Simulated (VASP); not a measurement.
Runs of VASP 6.6.1 on CsI. The structure is that of space group Pm-3m (No. 221), or close to it. The cells are those of the table. 

```tsv
cell	gap on the mesh (eV)	pressure (GPa)
a = 4.627 Å, 2 atoms	3.79	0.3
a = 4.743 Å, 2 atoms	3.58	-0.4
a = 4.567 Å, 2 atoms	3.92	0.8
a = 4.376 Å, 2 atoms	4.00	3.2
a = 4.442 Å, 2 atoms	4.09	(a)
a = 4.685 Å, 2 atoms	3.68	-0.1
a = 4.505 Å, 2 atoms	4.07	(b)
```

Alike in all rows: task single point; level PBE; potentials or basis VASP PAW PBE potentials, release 64 (Cs_sv, I); no spin polarisation; k mesh 5 × 5 × 5; cutoff (eV) 500; smearing gaussian 0.01 eV.

Q: Estimate the missing entries.

A: (a) 2.2; (b) 1.4.

Caveats: spin-orbit coupling is left out, which moves the levels of the heavy elements; an odd mesh through Γ misses points on the zone boundary, where band edges can lie; the cell stands under pressure (at least some runs).

A k mesh can miss the band edges, and the runs leave out spin-orbit coupling on Cs, I.
